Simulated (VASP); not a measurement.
A run of VASP 6.6.1:

POSCAR

```
NaCl
1.0
    0.0000000000      3.1786919196      2.2473351872
    3.1786919196      0.0000000000      2.2473351872
    3.1786919196      3.1786919196      0.0000000000
Na Cl
1 1
Direct
    0.0000000000      0.0000000000      0.0000000000
    0.5000000000      0.5000000000      0.5000000000
```

INCAR.step1

```
ALGO = Normal ; EDIFF = 1E-4
ENCUT = 520 ; GGA = PE
ISMEAR = 0 ; LASPH = T
LCHARG = F ; LREAL = F
LWAVE = T ; NBANDS = 14
NELM = 100 ; PREC = Accurate
SIGMA = 0.05
```

INCAR.step2

```
ALGO = Normal ; EDIFF = 1E-6
ENCUT = 520 ; ISIF = 2
ISMEAR = 0 ; ISTART = 1
LASPH = T ; LCHARG = F
LMIXTAU = T ; LREAL = F
LWAVE = F ; METAGGA = R2SCAN
NBANDS = 14 ; NELM = 100
PREC = Accurate ; SIGMA = 0.05
```

File KPOINTS:

```
k-points
0
Gamma
  8 8 8
```

Potentials or basis: VASP PAW PBE potentials, release 64 (Na_pv, Cl).

Run with:

```sh
$ cat potpaw_PBE.64/Na_pv/POTCAR potpaw_PBE.64/Cl/POTCAR > POTCAR
$ cp INCAR.step1 INCAR
$ mpirun -np 1 vasp_std > vasp.out
$ cp INCAR.step2 INCAR
$ mpirun -np 1 vasp_std > vasp.out
```

Hardware: 1 thread of Intel(R) Xeon(R) Platinum 8375C CPU @ 2.90GHz (Ice Lake), on a shared host.

Problem. Estimate the wall time of this run.

Solution. It took 3.2 min on 1 thread of Intel(R) Xeon(R) Platinum 8375C CPU @ 2.90GHz (Ice Lake), with other jobs on the host, peak memory 0.18 GiB. Counts: k points 59.
